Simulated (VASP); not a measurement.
# SiSeF2 (P4/mmm) in VASP: further runs

The runs below take SiSeF2 through single point, relaxation of cell and atoms, with PBE.

Program: VASP 6.6.1. These are calculated values, not measurements. Logs are shortened: lines on timing, memory, paths and dates and some standing lists are left out, and cuts for length are marked.

### Step 1. The cell of the first run

It takes space group P4/mmm (No. 123, tetragonal). The conventional cell has a = 4.820 Å, b = 4.820 Å, c = 2.643 Å, α = 90.00°, β = 90.00°, γ = 90.00°. Within 3.5 Å of Si (site symmetry 4/mmm) lie 2 Si at 2.64 Å and 8 F at 2.75 Å. Se (site symmetry 4/mmm) has 4 F at 2.41 Å and 2 Se at 2.64 Å within 3.2 Å. Within 3.2 Å of F (site symmetry mmm) lie 2 Se at 2.41 Å and 2 F at 2.64 Å and 4 Si at 2.75 Å.

The cell was generated, and may not be a known phase.

### Step 2. Single point, PBE

The input, INCAR:

```
SYSTEM = SiSeF2
  PREC = Accurate
  ENCUT = 520
  EDIFF = 1E-6
  ISMEAR = 0
  SIGMA = 0.1
  LREAL = .FALSE.
  LASPH = .TRUE.
  NELM = 80
  ALGO = Fast
  ISIF = 2
  LWAVE = .FALSE.
  LCHARG = .TRUE.
  GGA = PE
  LELF = .TRUE.
  LVHAR = .TRUE.
  NBANDS = 20
```

The input, KPOINTS:

```
regular mesh
0
G
  10 10 18
  0 0 0
```

The input, POSCAR:

```
SiSeF2
1.0
    4.8203309698      0.0000000000      0.0000000000
    0.0000000000      4.8203309698      0.0000000000
    0.0000000000      0.0000000000      2.6427479703
Si Se F
1 1 2
Direct
    0.5000000000      0.5000000000      0.5000000000
    0.0000000000      0.0000000000      0.0000000000
    0.0000000000      0.5000000000      0.0000000000
    0.5000000000      0.0000000000      0.0000000000
```

Potentials or basis: VASP PAW PBE potentials, release 64 (Si, Se, F).

Command:

```console
> cat potpaw_PBE.64/Si/POTCAR potpaw_PBE.64/Se/POTCAR potpaw_PBE.64/F/POTCAR > POTCAR
> mpirun -np 1 vasp_std > vasp.out
```

OUTCAR:

```text
SYSTEM = SiSeF2
   PREC = Accurate
   ENCUT = 520
   EDIFF = 1E-6
   ISMEAR = 0
   LREAL = .FALSE.
   LASPH = .TRUE.
   NELM = 80
   ISIF = 2
   GGA = PE

 ion  position               nearest neighbor table
   1  0.500  0.500  0.500-
   2  0.000  0.000  0.000-
   3  0.000  0.500  0.000-
   4  0.500  0.000  0.000-

  LATTYP: Found a simple tetragonal cell.
 ALAT       =     4.8203309698
 C/A-ratio  =     0.5482503145

  Lattice vectors:

 A1 = (   4.8203309698,   0.0000000000,   0.0000000000)
 A2 = (   0.0000000000,   4.8203309698,   0.0000000000)
 A3 = (   0.0000000000,   0.0000000000,   2.6427479703)

Analysis of symmetry for initial positions (statically):
=====================================================================
 Subroutine PRICEL returns:
 Original cell was already a primitive cell.

 Routine SETGRP: Setting up the symmetry group for a
 simple tetragonal supercell.

 Subroutine GETGRP returns: Found 16 space group operations
 (whereof 16 operations were pure point group operations)
 out of a pool of 16 trial point group operations.

The static configuration has the point symmetry D_4h.

Analysis of symmetry for dynamics (positions and initial velocities):
=====================================================================
 Subroutine PRICEL returns:
 Original cell was already a primitive cell.

 Routine SETGRP: Setting up the symmetry group for a
 simple tetragonal supercell.

 Subroutine GETGRP returns: Found 16 space group operations
 (whereof 16 operations were pure point group operations)
 out of a pool of 16 trial point group operations.

The dynamic configuration has the point symmetry D_4h.

 Subroutine INISYM returns: Found 16 space group operations
 (whereof 16 operations are pure point group operations),
 and found     1 'primitive' translations

----------------------------------------------------------------------------------------

                                     Primitive cell

  volume of cell :      61.4058

  direct lattice vectors                    reciprocal lattice vectors
     4.820330970  0.000000000  0.000000000     0.207454635  0.000000000  0.000000000
     0.000000000  4.820330970  0.000000000     0.000000000  0.207454635  0.000000000
     0.000000000  0.000000000  2.642747970     0.000000000  0.000000000  0.378394009

  length of vectors
     4.820330970  4.820330970  2.642747970     0.207454635  0.207454635  0.378394009

  position of ions in fractional coordinates (direct lattice)
     0.500000000  0.500000000  0.500000000
     0.000000000  0.000000000  0.000000000
     0.000000000  0.500000000  0.000000000
     0.500000000  0.000000000  0.000000000

  ion indices of the primitive-cell ions
   primitive index   ion index
                 1           1
                 2           2
                 3           3
                 4           4

----------------------------------------------------------------------------------------

 KPOINTS: regular mesh

Automatic generation of k-mesh.
 Grid dimensions read from file:
 generate k-points for:   10   10   18

 Generating k-lattice:

  Cartesian coordinates                     Fractional coordinates (reciprocal lattice)
     0.020745463  0.000000000  0.000000000     0.100000000  0.000000000  0.000000000
     0.000000000  0.020745463  0.000000000     0.000000000  0.100000000  0.000000000
     0.000000000  0.000000000  0.021021889     0.000000000  0.000000000  0.055555556

  Length of vectors
     0.020745463  0.020745463  0.021021889

  Shift w.r.t. Gamma in fractional coordinates (k-lattice)
     0.000000000  0.000000000  0.000000000

 Subroutine IBZKPT returns following result:
 ===========================================

 Found    210 irreducible k-points:

 Following reciprocal coordinates:
            Coordinates               Weight
  0.000000  0.000000  0.000000      1.000000
  0.100000  0.000000  0.000000      4.000000
  0.200000  0.000000  0.000000      4.000000
  0.300000  0.000000  0.000000      4.000000
  0.400000  0.000000  0.000000      4.000000
  0.500000  0.000000  0.000000      2.000000
[... 16 lines left out ...]
  0.100000  0.000000  0.055556      8.000000
  0.200000  0.000000  0.055556      8.000000
 [... further k-points ...]
   k-points           NKPTS =    210   k-points in BZ     NKDIM =    210   number of bands    NBANDS=     20
   number of dos      NEDOS =    301   number of ions     NIONS =      4
   total plane-waves  NPLWV =  25920
   dimension x,y,z NGX =    36 NGY =   36 NGZ =   20
   dimension x,y,z NGXF=    72 NGYF=   72 NGZF=   40
   ions per type =               1   1   2
   NGX,Y,Z   is equivalent  to a cutoff of  12.42, 12.42, 12.58 a.u.
   NGXF,Y,Z  is equivalent  to a cutoff of  24.83, 24.83, 25.16 a.u.
 SYSTEM =  SiSeF2
   PREC   = accura    normal or accurate (medium, high low for compatibility)
   ISTART =      0    job   : 0-new  1-cont  2-samecut
   ICHARG =      2    charge: 1-file 2-atom 10-const
   ISPIN  =      1    spin polarized calculation?
   LNONCOLLINEAR =      F non collinear calculations
   LSORBIT =      F    spin-orbit coupling
   LASPH  =      T    aspherical Exc in radial PAW
   ENCUT  =  520.0 eV  38.22 Ry    6.18 a.u.   8.96  8.96  4.91*2*pi/ulx,y,z
   NELM   =     80;   NELMIN=  2; NELMDL= -5     # of ELM steps
   EDIFF  = 0.1E-05   stopping-criterion for ELM
   LREAL  =      F    real-space projection
   EDIFFG = 0.1E-04   stopping-criterion for IOM
   NSW    =      0    number of steps for IOM
   IBRION =     -1    ionic relax: 0-MD 1-quasi-New 2-CG
   NFREE  =      0    steps in history (QN), initial steepest desc. (CG)
   ISIF   =      2    stress and relaxation
   ISYM   =      2    0-nonsym 1-usesym 2-fastsym
   POTIM  = 0.5000    time-step for ionic-motion
   TEBEG  =    0.0;   TEEND  =   0.0 temperature during run
   PSTRESS=    0.0 pullay stress
   NELECT =      24.0000    total number of electrons
   NUPDOWN=      -1.0000    fix difference up-down
   EMIN   =  10.00;   EMAX   =-10.00  energy-range for DOS
   EFERMI =   0.00;   METHOD = LEGACY
   ISMEAR =     0;   SIGMA  =   0.10  broadening in eV -4-tet -1-fermi 0-gaus
   EFERMI_NEDOS =   21; number of points for ismear=-14 and -15
   IALGO  =     68    algorithm
   IMIX   =      4    mixing-type and parameters
     AMIX     =   0.40;   BMIX     =  1.00
     AMIX_MAG =   1.60;   BMIX_MAG =  1.00
  volume/ion in A,a.u.               =      15.35       103.60
  Fermi-wavevector in a.u.,A,eV,Ry     =   1.196948  2.261904 19.492869  1.432685
  Thomas-Fermi vector in A             =   2.332876
   LORBIT       =      0    0 simple, 1 ext, 2 COOP (PROOUT), +10 PAW based schemes
   GGA     = PE    functional components
   LHFCALC =     F    Hartree Fock is set to
   AEXX    =    0.0000 exact exchange contribution
   IVDW    =     0    specifies the selected vdW correction
   LEPSILON=     F    determine dielectric tensor
   LRPA    =     F    only Hartree local field effects (RPA)
 non-spin polarized calculation
 RMM-DIIS sequential band-by-band and
 Gauss-broadening in eV      SIGMA  =   0.10
  energy-cutoff  :      520.00
  volume of cell :       61.41
 maximum number of plane-waves:      1684
 NGX is ok and might be reduce to    36
   NGX = 17   NGY = 17   NGZ =  9

 number of electron      23.9999975 magnetization

 Free energy of the ion-electron system (eV)
  ---------------------------------------------------
  ext. energy  EPLUGINS =         0.00000000
  ---------------------------------------------------
  free energy    TOTEN  =       -13.89738352 eV

  energy without entropy =      -13.88856203  energy(sigma->0) =      -13.89297277

 E-fermi :   4.2995     XC(G=0): -10.0118

 val. band max:        4.2891097262   @ k =   0.2000   0.1000   0.0000
 cond. band min:       4.3044622533   @ k =   0.1000   0.1000   0.0556
 fundamental gap:      0.0153525271
 Fermi energy:         4.2995083516

 k-point     1 :       0.0000    0.0000    0.0000
  band No.  band energies     occupation
      1     -19.1368      2.00000
      2     -18.8907      2.00000
      3      -9.8611      2.00000
      4      -4.3151      2.00000
      5      -2.9537      2.00000
      6      -2.9537      2.00000
[... 12 lines left out ...]
     19      13.1469      0.00000
     20      15.6023      0.00000

 k-point     2 :       0.1000    0.0000    0.0000
  band No.  band energies     occupation
      1     -19.1294      2.00000
      2     -18.8953      2.00000
      3      -9.8943      2.00000
      4      -4.4442      2.00000
      5      -2.9245      2.00000
      6      -2.7229      2.00000
[... 12 lines left out ...]
     19      13.1305      0.00000
     20      15.6568      0.00000

 k-point     3 :       0.2000    0.0000    0.0000
  band No.  band energies     occupation
      1     -19.1086      2.00000
      2     -18.9090      2.00000
      3      -9.9789      2.00000
      4      -4.6900      2.00000
      5      -2.8415      2.00000
      6      -2.1729      2.00000
[... 12 lines left out ...]
     19      13.3220      0.00000
     20      15.7836      0.00000

 k-point     4 :       0.3000    0.0000    0.0000
  band No.  band energies     occupation
      1     -19.0775      2.00000
      2     -18.9315      2.00000
      3     -10.0788      2.00000
      4      -4.9115      2.00000
      5      -2.7205      2.00000
      6      -1.4633      2.00000
[... 429 lines left out ...]
 k-point    23 :       0.1000    0.0000    0.0556
  band No.  band energies     occupation
      1     -19.1172      2.00000
      2     -18.8851      2.00000
      3      -9.8401      2.00000
      4      -4.3911      2.00000
      5      -2.8908      2.00000
      6      -2.6892      2.00000
[... 12 lines left out ...]
     19      13.4284      0.00000
     20      16.2298      0.00000

 k-point    24 :       0.2000    0.0000    0.0556
  band No.  band energies     occupation
      1     -19.0966      2.00000
      2     -18.8988      2.00000
      3      -9.9246      2.00000
      4      -4.6362      2.00000
      5      -2.8086      2.00000
      6      -2.1414      2.00000
[... 12 lines left out ...]
     19      13.7308      0.00000
     20      16.3411      0.00000

 [... further k-points ...]

------------------------ aborting loop because EDIFF is reached ----------------------------------------

  FORCE on cell =-STRESS in cart. coord.  units (eV):
  Direction    XX          YY          ZZ          XY          YZ          ZX
  --------------------------------------------------------------------------------------
  -------------------------------------------------------------------------------------
  Total       -0.1015349     -0.1015349     -0.0671279      0.0000000      0.0000000      0.0000000
  in kB       -2.6492117     -2.6492117     -1.7514760      0.0000000      0.0000000      0.0000000
  external PRESSURE =      -2.3499664 kB  Pullay stress =       0.0000000 kB

 VOLUME and BASIS-vectors are now :
 -----------------------------------------------------------------------------
  energy-cutoff  :      520.00
  volume of cell :       61.41
      direct lattice vectors                 reciprocal lattice vectors
     4.820330970  0.000000000  0.000000000     0.207454635  0.000000000  0.000000000
     0.000000000  4.820330970  0.000000000     0.000000000  0.207454635  0.000000000
     0.000000000  0.000000000  2.642747970     0.000000000  0.000000000  0.378394009

 POSITION                                       TOTAL-FORCE (eV/Angst)
 -----------------------------------------------------------------------------------
      2.41017      2.41017      1.32137         0.000000      0.000000      0.000000
      0.00000      0.00000      0.00000         0.000000      0.000000      0.000000
      0.00000      2.41017      0.00000         0.000000      0.000000      0.000000
      2.41017      0.00000      0.00000         0.000000      0.000000      0.000000
 -----------------------------------------------------------------------------------
    total drift:                                0.000000     -0.000000     -0.000000

  FREE ENERGIE OF THE ION-ELECTRON SYSTEM (eV)
  ---------------------------------------------------
  free  energy   TOTEN  =       -13.8973835220 eV

  energy  without entropy=      -13.8885620252  energy(sigma->0) =      -13.89297277
```

Run time: 4.1 min. Hardware: 1 thread of Oxide Virtual Turin-like, shared host; peak memory 0.32 GiB.

What came out:

| Quantity | Value |
| --- | --- |
| Free energy | -13.8974 eV |
| Pressure | -0.2 GPa |
| Band gap on the k mesh | zero (bands 12 and 13 overlap by 2.45 eV) |

### Step 3. Relaxation of cell and atoms, PBE, collinear spin

This run uses another cell than the first one, of 11.27 Å³/atom.

The input, INCAR:

```
  ALGO = Normal
  EDIFF = 1E-6
  EDIFFG = -0.04
  ENCUT = 600
  GGA = PE
  IBRION = 2
  ISIF = 3
  ISMEAR = 0
  ISPIN = 2
  LASPH = T
  LCHARG = F
  LORBIT = 11
  LREAL = F
  LWAVE = F
  MAGMOM = 0 0 1 1
  NELM = 150
  NSW = 90
  PREC = Accurate
  SIGMA = 0.1
```

The input, KPOINTS:

```
k-points
0
Gamma
  6 6 4
```

The input, POSCAR:

```
SiSeF2
1.0
    3.3220019300      0.0000000000      0.0000000000
    0.0000000000      3.3220019300      0.0000000000
    0.0000000000      0.0000000000      4.0847995600
Si Se F
1 1 2
Direct
    0.5000000000      0.5000000000      0.5000000000
    0.0000000000      0.0000000000      0.0000000000
    0.0000000000      0.5000000000      0.0000000000
    0.5000000000      0.0000000000      0.0000000000
```

Potentials or basis: VASP PAW PBE potentials, release 64 (Si, Se, F).

Command:

```console
> cat potpaw_PBE.64/Si/POTCAR potpaw_PBE.64/Se/POTCAR potpaw_PBE.64/F/POTCAR > POTCAR
> mpirun -np 1 vasp_std > vasp.out
```

Run time: 18 min. Hardware: 1 thread of Oxide Virtual Turin-like, shared host; peak memory 0.2 GiB.

It converged, with:

- Free energy: -13.0551 eV
- Relaxed volume: 13.97 Å³/atom
- Relaxed cell: a = 4.511 Å, b = 4.511 Å, c = 2.745 Å, α = 90.00°, β = 90.00°, γ = 90.00°
- Space group after relaxing (to 0.1 Å): P4/mmm (No. 123)
- Energy gained by relaxing: 2431.6 meV/atom
- Ionic steps: 18
- Pressure after relaxing: 0.1 GPa
- Band gap on the k mesh: zero (filled and empty bands overlap)
- Net moment: 0.00 μB per cell
- Valence electrons inside the program's atomic spheres: Si 1.42; Se 3.63; F 6.08

Stress tensor (GPa, compression positive):
```
 0.21  0.00  0.00
 0.00  0.21  0.00
 0.00  0.00 -0.11
```

Step by step:
```csv
step,energy change (eV),largest force (eV/Å),pressure (GPa),volume (Å³)
1,0.0000,0.0000,119.08,45.08
2,-3.0221,0.0000,-30.98,122.15
3,-8.6927,0.0000,-2.78,78.65
4,-8.7037,0.0000,-1.56,77.56
5,-8.7057,0.0000,-0.67,76.80
6,-8.7421,0.0000,-0.62,75.89
7,-8.8533,0.0000,-0.51,73.02
8,-9.0092,0.0000,0.12,66.76
9,-9.5646,0.0000,8.74,52.01
10,-9.0371,0.0000,0.51,65.03
11,-9.4837,0.0000,1.50,58.81
12,-9.6916,0.0000,3.37,55.49
13,-9.6993,0.0000,5.11,54.02
14,-9.7051,0.0000,4.36,54.56
15,-9.6998,0.0000,-0.37,55.24
16,-9.7190,0.0000,2.13,54.88
17,-9.7254,0.0000,0.88,55.47
18,-9.7265,0.0000,0.11,55.87
```

Final structure:
```xyz
4
Lattice="4.5111 0.0000 0.0000 0.0000 4.5111 0.0000 0.0000 0.0000 2.7454" Properties=species:S:1:pos:R:3 pbc="T T T"
Si    2.2555    2.2555    1.3727
Se    0.0000    0.0000    0.0000
F     0.0000    2.2555    0.0000
F     2.2555    0.0000    0.0000
```

Levels at points of the mesh, in eV from the Fermi level:
Spin up:
```tsv
k point	band 8	band 9	band 10	band 11	band 12	band 13	band 14	band 15	band 16	band 17
(0.00, 0.00, 0.00)	-6.49	-5.05	-4.76	0.60	0.60	2.46	2.46	3.42	6.85	7.40
(0.50, 0.00, 0.00)	-4.89	-4.87	-4.52	-2.04	-0.45	0.56	1.34	3.26	7.07	8.15
(0.50, 0.50, 0.00)	-4.85	-4.84	-3.59	-3.49	-3.49	0.99	0.99	3.07	6.87	8.20
(0.00, 0.00, 0.50)	-5.84	-5.84	-4.39	-3.25	-3.17	0.87	0.87	2.40	2.40	8.09
(0.50, 0.00, 0.50)	-6.10	-4.97	-4.71	-4.03	-1.85	-0.07	1.33	2.17	2.84	5.34
(0.50, 0.50, 0.50)	-5.79	-5.40	-5.38	-4.10	-0.87	-0.71	-0.71	2.29	2.29	7.66
```
Spin down:
```
           k point  band 10  band 11  band 12  band 13  band 14  band 15
(0.00, 0.00, 0.00)    -4.76     0.60     0.60     2.46     2.46     3.42
(0.50, 0.00, 0.00)    -4.52    -2.04    -0.45     0.56     1.34     3.26
(0.50, 0.50, 0.00)    -3.59    -3.49    -3.49     0.99     0.99     3.07
(0.00, 0.00, 0.50)    -4.39    -3.25    -3.17     0.87     0.87     2.40
(0.50, 0.00, 0.50)    -4.71    -4.03    -1.85    -0.07     1.33     2.17
(0.50, 0.50, 0.50)    -5.38    -4.10    -0.87    -0.71    -0.71     2.29
```

Caveat: the k points lie up to 0.57 Å⁻¹ apart in the final cell, too coarse for converged energies and pressures of a metal; the volume moved by over 15 % at a fixed basis, so the end points are rough.

The gap in the log of VASP goes by the Fermi energy; the results here count the filled bands.